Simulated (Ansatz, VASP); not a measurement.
## One calculation of MgO, two programs

```
CELL_PARAMETERS angstrom
3.17982 0.00000 0.00000
-1.58991 2.75380 0.00000
0.00000 0.00000 5.56722
ATOMIC_POSITIONS crystal
Mg 0.33333 0.66667 0.97703
Mg 0.66667 0.33333 0.47703
O 0.33333 0.66667 0.39828
O 0.66667 0.33333 0.89828
```

Alike in both runs: task single point; functional PBE; k mesh 9 × 9 × 6; occupations gaussian, width 0.05 eV; no spin polarisation.

|  | VASP | Ansatz |
| --- | --- | --- |
| version | VASP 6.6.1 | Ansatz 0.2.0 |
| potentials or method | VASP PAW PBE potentials, release 64 (Mg, O), cutoff 520 eV | scalar-relativistic, plane waves, PAW |
| valence electrons in the cell | 16 | 32 |

```csv
,VASP,Ansatz,Ansatz less VASP
gap on the k mesh at the Fermi level (eV),3.37,3.39,+0.018
least direct gap on the mesh (eV),3.37,3.39,+0.018
pressure (GPa),7.7,8.0,+0.28
"traceless stress, the component that is largest in VASP (GPa)",-18.40,-18.18,+0.218
rms of the force components (eV/Å),0.591,0.584,-0.0068
```

Atom by atom the forces differ by 0.007 eV/Å (rms over components). With one functional, cell and mesh, what is left measures potentials, basis and numerics. VASP's potentials hold 16 valence electrons a cell and Ansatz's 32, so a difference there can come from the potentials and not from the codes.
